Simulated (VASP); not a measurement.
# Ir (P6_3/mmc) in VASP: notebook, part 2 of 2

VASP 6.6.1. The steps go on from the part before.

## Step 4: Relaxation of cell and atoms, PBEsol

This run uses another cell than the first one, of 13.05 Å³/atom.

Input file INCAR:

```
SYSTEM = Ir
PREC     = Accurate       ! precision mode
ENCUT    = 600            ! plane-wave cutoff, eV
EDIFF    = 1E-6           ! SCF threshold, eV
ISMEAR   = 0              ! smearing method
SIGMA    = 0.1            ! smearing width, eV
LREAL    = .False.        ! projectors in reciprocal space
LASPH    = .True.         ! aspherical terms in the spheres
NELM     = 100            ! most SCF steps
ALGO     = Normal         ! electronic algorithm
ISIF     = 3              ! what is computed and relaxed
LWAVE    = .False.        ! write WAVECAR
LCHARG   = .False.        ! write CHGCAR
GGA      = PS             ! functional
IBRION   = 2              ! ionic algorithm
NSW      = 80             ! ionic steps
EDIFFG   = -0.05          ! ionic threshold
```

Input file KPOINTS:

```
regular mesh
0
Gamma
  12 12 4
  0 0 0
```

Input file POSCAR:

```
Ir
1.0
    2.6484619994      0.0000000000      0.0000000000
   -1.3242309997      2.2936353724      0.0000000000
    0.0000000000      0.0000000000      8.5917576139
Ir
4
Direct
    0.0000000000      0.0000000000      0.0000000000
    0.3333333333      0.6666666667      0.2500000000
    0.0000000000      0.0000000000      0.5000000000
    0.6666666667      0.3333333333      0.7500000000
```

Potentials or basis: VASP PAW PBE potentials, release 64 (Ir).

Run with:

```console
> cat potpaw_PBE.64/Ir/POTCAR > POTCAR
> mpirun -np 1 vasp_std > vasp.out
```

OUTCAR:

```text
SYSTEM = Ir
   PREC = Accurate
   ENCUT = 600
   EDIFF = 1E-6
   ISMEAR = 0
   LREAL = .False.
   LASPH = .True.
   NELM = 100
   ISIF = 3
   GGA = PS
   IBRION = 2
   NSW = 80
   EDIFFG = -0.05

 ion  position               nearest neighbor table
   1  0.000  0.000  0.000-   2 2.64   4 2.64   2 2.64   4 2.64   4 2.64   2 2.64
   2  0.333  0.667  0.250-   1 2.64   3 2.64   1 2.64   3 2.64   1 2.64   3 2.64
   3  0.000  0.000  0.500-   2 2.64   4 2.64   2 2.64   4 2.64   4 2.64   2 2.64
   4  0.667  0.333  0.750-   1 2.64   3 2.64   1 2.64   3 2.64   1 2.64   3 2.64

  LATTYP: Found a hexagonal cell.
 ALAT       =     2.6484619994
 C/A-ratio  =     3.2440554616

  Lattice vectors:

 A1 = (   2.6484619994,   0.0000000000,   0.0000000000)
 A2 = (  -1.3242309997,   2.2936353724,   0.0000000000)
 A3 = (   0.0000000000,   0.0000000000,   8.5917576139)

Analysis of symmetry for initial positions (statically):
=====================================================================
 Subroutine PRICEL returns:
 Original cell was already a primitive cell.

 Routine SETGRP: Setting up the symmetry group for a
 hexagonal supercell.

 Subroutine GETGRP returns: Found 24 space group operations
 (whereof 12 operations were pure point group operations)
 out of a pool of 24 trial point group operations.

The static configuration has the point symmetry D_3d.
 The point group associated with its full space group is D_6h.

Analysis of symmetry for dynamics (positions and initial velocities):
=====================================================================
 Subroutine PRICEL returns:
 Original cell was already a primitive cell.

 Routine SETGRP: Setting up the symmetry group for a
 hexagonal supercell.

 Subroutine GETGRP returns: Found 24 space group operations
 (whereof 12 operations were pure point group operations)
 out of a pool of 24 trial point group operations.

The dynamic configuration has the point symmetry D_3d.
 The point group associated with its full space group is D_6h.
[... 142 lines left out ...]

--------------------------------------- Ionic step        1  -------------------------------------------

 number of electron      35.9999997 magnetization

 Free energy of the ion-electron system (eV)
  ---------------------------------------------------
  ext. energy  EPLUGINS =         0.00000000
  ---------------------------------------------------
  free energy    TOTEN  =       -38.71404158 eV

  energy without entropy =      -38.69626454  energy(sigma->0) =      -38.70515306

------------------------ aborting loop because EDIFF is reached ----------------------------------------

  FORCE on cell =-STRESS in cart. coord.  units (eV):
  Direction    XX          YY          ZZ          XY          YZ          ZX
  --------------------------------------------------------------------------------------
  -------------------------------------------------------------------------------------
  Total       11.5787381     11.5787381     13.1005816      0.0000000      0.0000000      0.0000000
  in kB      355.4443983    355.4443983    402.1619867      0.0000000      0.0000000      0.0000000
  external PRESSURE =     371.0169277 kB  Pullay stress =       0.0000000 kB
[... 25 lines left out ...]
--------------------------------------- Ionic step        2  -------------------------------------------

 number of electron      35.9999999 magnetization

 E-fermi :   5.3834     XC(G=0): -12.2447

 val. band max:        5.3796832905   @ k =   0.3333   0.1667   0.5000
 cond. band min:       5.3857312264   @ k =   0.5000  -0.0000   0.2500
 fundamental gap:      0.0060479359
 Fermi energy:         5.3833678230

 k-point     1 :       0.0000    0.0000    0.0000
  band No.  band energies     occupation
      1      -2.6116      2.00000
      2      -0.9287      2.00000
      3      -0.9060      2.00000
      4       0.1516      2.00000
      5       2.7326      2.00000
      6       2.7573      2.00000
[... 660 lines left out ...]
  FREE ENERGIE OF THE ION-ELECTRON SYSTEM (eV)
  ---------------------------------------------------
  free  energy   TOTEN  =       -39.1578786192 eV

  energy  without entropy=      -39.1373937309  energy(sigma->0) =      -39.14763618

[... ionic steps 4 to 7 ...]

--------------------------------------- Ionic step        8  -------------------------------------------

 number of electron      36.0000005 magnetization

------------------------ aborting loop because EDIFF is reached ----------------------------------------
[... 71 lines left out ...]
--------------------------------------- Ionic step       10  -------------------------------------------

 number of electron      36.0000005 magnetization

 Free energy of the ion-electron system (eV)
  ---------------------------------------------------
  ext. energy  EPLUGINS =         0.00000000
  ---------------------------------------------------
  free energy    TOTEN  =       -39.17071509 eV

  energy without entropy =      -39.15028851  energy(sigma->0) =      -39.16050180

 E-fermi :  10.2623     XC(G=0): -14.1182

 val. band max:       10.2596183160   @ k =   0.3333  -0.0000   0.0000
 cond. band min:      10.2863641081   @ k =   0.2500  -0.0000   0.2500
 fundamental gap:      0.0267457921
 Fermi energy:        10.2623270150

 k-point     1 :       0.0000    0.0000    0.0000
  band No.  band energies     occupation
      1      -0.9267      2.00000
      2       1.2724      2.00000
      3       1.3222      2.00000
      4       2.1229      2.00000
      5       5.8529      2.00000
      6       5.8944      2.00000
[... 622 lines left out ...]
  FREE ENERGIE OF THE ION-ELECTRON SYSTEM (eV)
  ---------------------------------------------------
  free  energy   TOTEN  =       -39.1707150908 eV

  energy  without entropy=      -39.1502885064  energy(sigma->0) =      -39.16050180

 reached required accuracy - stopping structural energy minimisation
```

OSZICAR:

```text
N       E                     dE             d eps       ncg     rms          rms(c)
DAV:   1     0.424608431152E+03    0.42461E+03   -0.18290E+04  2508   0.187E+03
DAV:   2    -0.116667926644E+02   -0.43628E+03   -0.42101E+03  2538   0.516E+02
DAV:   3    -0.395636672157E+02   -0.27897E+02   -0.26245E+02  3440   0.132E+02
[... 90 lines left out ...]
DAV:   2    -0.391711023297E+02    0.30972E-02   -0.68926E-03  2538   0.876E-01    0.207E-01
DAV:   3    -0.391707090358E+02    0.39329E-03   -0.20170E-03  3296   0.435E-01    0.566E-02
DAV:   4    -0.391707160056E+02   -0.69698E-05   -0.87022E-05  2630   0.911E-02    0.130E-02
DAV:   5    -0.391707148502E+02    0.11554E-05   -0.13196E-05  3258   0.324E-02    0.220E-03
DAV:   6    -0.391707150908E+02   -0.24056E-06   -0.28418E-07  1296   0.442E-03
  10 F= -.39170715E+02 E0= -.39160502E+02  d E =-.154404E-03
```

CONTCAR:

```text
Ir
   1.00000000000000
     2.7126202583922705    0.0000000000000000    0.0000000000000000
    -1.3563101291961353    2.3491980545471161   -0.0000000000000000
     0.0000000000000000   -0.0000000000000000    8.8558576759923575
  Ir
     4
Direct
     0.0000000000000000    0.0000000000000000    0.0000000000000000
     0.3333333332999970    0.6666666667000030    0.2500000000000000
     0.0000000000000000    0.0000000000000000    0.5000000000000000
     0.6666666667000030    0.3333333332999970    0.7500000000000000

  0.00000000E+00  0.00000000E+00  0.00000000E+00
  0.00000000E+00  0.00000000E+00  0.00000000E+00
  0.00000000E+00  0.00000000E+00  0.00000000E+00
  0.00000000E+00  0.00000000E+00  0.00000000E+00
```

Run time: 3.2 min. Hardware: 1 thread of Intel Xeon 6975P-C (Granite Rapids), shared host; peak memory 0.24 GiB.

Results:

- Free energy: -39.1707 eV
- Relaxed volume: 14.11 Å³/atom
- Relaxed cell: a = 2.713 Å, b = 2.713 Å, c = 8.856 Å, α = 90.00°, β = 90.00°, γ = 120.00°
- Space group after relaxing (to 0.1 Å): P6_3/mmc (No. 194)
- Pressure after relaxing: 0.0 GPa

Final structure:
```cif
data_structure
_symmetry_space_group_name_H-M 'P 1'
_symmetry_Int_Tables_number 1
_cell_length_a 2.7126
_cell_length_b 2.7126
_cell_length_c 8.8559
_cell_angle_alpha 90.000
_cell_angle_beta 90.000
_cell_angle_gamma 120.000
_cell_volume 56.43
loop_
_atom_site_label
_atom_site_type_symbol
_atom_site_fract_x
_atom_site_fract_y
_atom_site_fract_z
_atom_site_occupancy
Ir1 Ir 0.00000 0.00000 0.00000 1
Ir2 Ir 0.33333 0.66667 0.25000 1
Ir3 Ir 0.00000 0.00000 0.50000 1
Ir4 Ir 0.66667 0.33333 0.75000 1
```

Caveat: the highest band is partly filled, so the run has too few bands; the PAW data sets were made with another functional, which shifts forces and pressure a little; spin-orbit coupling is left out, which moves the levels of the heavy elements.

## Step 5: Summary

| task | cell | k mesh | cutoff (eV) | gap on the mesh (eV) | pressure (GPa) |
| --- | --- | --- | --- | --- | --- |
| single point | a = 2.710, b = 2.710, c = 8.846 Å, angles 90.0, 90.0, 120.0°, 4 atoms | 12 × 12 × 4 | 520 | none | 1.3 |
| single point | a = 2.711, b = 2.711, c = 8.847 Å, angles 90.0, 90.0, 120.0°, 4 atoms | 18 × 18 × 6 | 520 | none | 1.4 |
| relaxation of cell and atoms | relaxed from a = 2.648, b = 2.648, c = 8.592 Å, angles 90.0, 90.0, 120.0°, 4 atoms | 12 × 12 × 4 | 600 | - | 0.0 |

Alike in all rows: level PBEsol; potentials or basis VASP PAW PBE potentials, release 64 (Ir); no spin polarisation; smearing gaussian 0.1 eV.

Caveats: the PAW data sets were made with another functional, which shifts forces and pressure a little; spin-orbit coupling is left out, which moves the levels of the heavy elements; the highest band is partly filled, so the run has too few bands (at least some runs).

Absolute energies hang on the potentials; compare differences alone.
